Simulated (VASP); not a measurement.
Write the native input for VASP 6.6.1 that does the following.

* Task: single point
* Functional: PBE
* Dispersion: D3(BJ)
* Potentials or basis: VASP PAW PBE potentials, release 64 (B, N)
* Cutoff: 520 eV
* k mesh: 12 × 12 × 1
* Occupations: gaussian, width 0.02 eV
* Spin: no spin polarisation
* Dipole correction: yes
* Further INCAR settings: ALGO = Normal; EDIFF = 1e-07; NBANDS = 11

The structure of BN lies in POSCAR:

```
BN
1.0
    2.4800000000      0.0000000000      0.0000000000
   -1.2400000000      2.1477430014      0.0000000000
    0.0000000000      0.0000000000     26.0000000000
B N
1 1
Direct
    0.0000000000      0.0000000000      0.5109807692
    0.6666666667      0.3333333333      0.4890192308
```

The input as run:

INCAR

```
PREC = Accurate
ENCUT = 520
EDIFF = 1E-7
ISMEAR = 0
SIGMA = 0.02
LREAL = F
LASPH = T
NELM = 80
ALGO = Normal
ISIF = 2
LWAVE = F
LCHARG = F
LDIPOL = T
IDIPOL = 3
DIPOL = 0.5 0.5 0.500
GGA = PE
IVDW = 12
NBANDS = 11
```

KPOINTS

```
regular mesh
0
Gamma
  12 12 1
```

Potentials or basis: VASP PAW PBE potentials, release 64 (B, N).

The run is started by

```console
$ cat potpaw_PBE.64/B/POTCAR potpaw_PBE.64/N/POTCAR > POTCAR
$ mpirun -np 1 vasp_std > vasp.out
```

It gave:

| Quantity | Value |
| --- | --- |
| Largest force | 8.257 eV/Å |
| Band gap on the k mesh | 1.22 eV, direct |
| Dispersion energy per atom | -0.078 eV |

Run time: 39 s on 1 thread of Intel(R) Xeon(R) Platinum 8259CL CPU @ 2.50GHz (Skylake/Cascade Lake), with other jobs on the host, peak memory 0.24 GiB.
